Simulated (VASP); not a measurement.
Input of a VASP 6.6.1 run:

File INCAR:

```
  ALGO = Normal
  EDIFF = 1E-6
  EDIFFG = -0.008
  ENCUT = 600
  GGA = PS
  IBRION = 2
  ISIF = 3
  ISMEAR = 0
  IVDW = 12
  LASPH = True
  LCHARG = False
  LREAL = False
  LWAVE = False
  NELM = 100
  NSW = 70
  PREC = Accurate
  PSTRESS = 250.0
  SIGMA = 0.1
```

File KPOINTS:

```
k-points
0
Gamma
  18 18 10
```

Contents of POSCAR:

```
Al
1.0
    2.6410993054      0.0000000000      0.0000000000
   -1.3205496527      2.2872590924      0.0000000000
    0.0000000000      0.0000000000      4.2925594280
Al
2
Direct
    0.6666666667      0.3333333333      0.7500000000
    0.3333333333      0.6666666667      0.2500000000
```

Potentials or basis: VASP PAW PBE potentials, release 64 (Al).

Command:

```bash
$ cat potpaw_PBE.64/Al/POTCAR > POTCAR
$ mpirun -np 1 vasp_std > vasp.out
```

Question: Estimate the band gap on the k mesh.

Answer: Zero (band 3 reaches 15.37 eV, above the bottom of band 4 at 7.19 eV).

Question: Predict the relaxed cell.

Answer: a = 2.638 Å, b = 2.638 Å, c = 4.299 Å, α = 90.00°, β = 90.00°, γ = 120.00°.

Question: What does it give for the space group after relaxing (to 0.05 Å)?

Answer: P6_3/mmc (No. 194).

Final structure:
```cif
data_structure
_symmetry_space_group_name_H-M 'P 1'
_symmetry_Int_Tables_number 1
_cell_length_a 2.6379
_cell_length_b 2.6379
_cell_length_c 4.2988
_cell_angle_alpha 90.000
_cell_angle_beta 90.000
_cell_angle_gamma 120.000
_cell_volume 25.91
loop_
_atom_site_label
_atom_site_type_symbol
_atom_site_fract_x
_atom_site_fract_y
_atom_site_fract_z
_atom_site_occupancy
Al1 Al 0.66667 0.33333 0.75000 1
Al2 Al 0.33333 0.66667 0.25000 1
```

Caveat: the cell is relaxed towards a set pressure, so the enthalpy falls and the energy may rise.
